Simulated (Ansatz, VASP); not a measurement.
# Ag in VASP and in Ansatz

```
CELL_PARAMETERS angstrom
0.00000 2.01361 2.01361
2.01361 0.00000 2.01361
2.01361 2.01361 0.00000
ATOMIC_POSITIONS crystal
Ag 0.00000 0.00000 0.00000
```

Alike in both runs: task single point; functional r2SCAN; k mesh 14 × 14 × 14; no spin polarisation.

|  | VASP | Ansatz |
| --- | --- | --- |
| version | VASP 6.6.1 | Ansatz 0.2.0 |
| potentials or method | VASP PAW PBE potentials, release 64 (Ag), cutoff 520 eV | PAW plane waves |
| occupations | fermi-dirac, width 0.1 eV | fermi-dirac |
| valence electrons in the cell | 11 | 19 |

```csv
,VASP,Ansatz,Ansatz less VASP
pressure (GPa),7.2,6.9,-0.24
```

VASP's potentials were made for PBE, not for r2SCAN. VASP's potentials hold 11 valence electrons a cell and Ansatz's 19, so a difference there can come from the potentials and not from the codes.
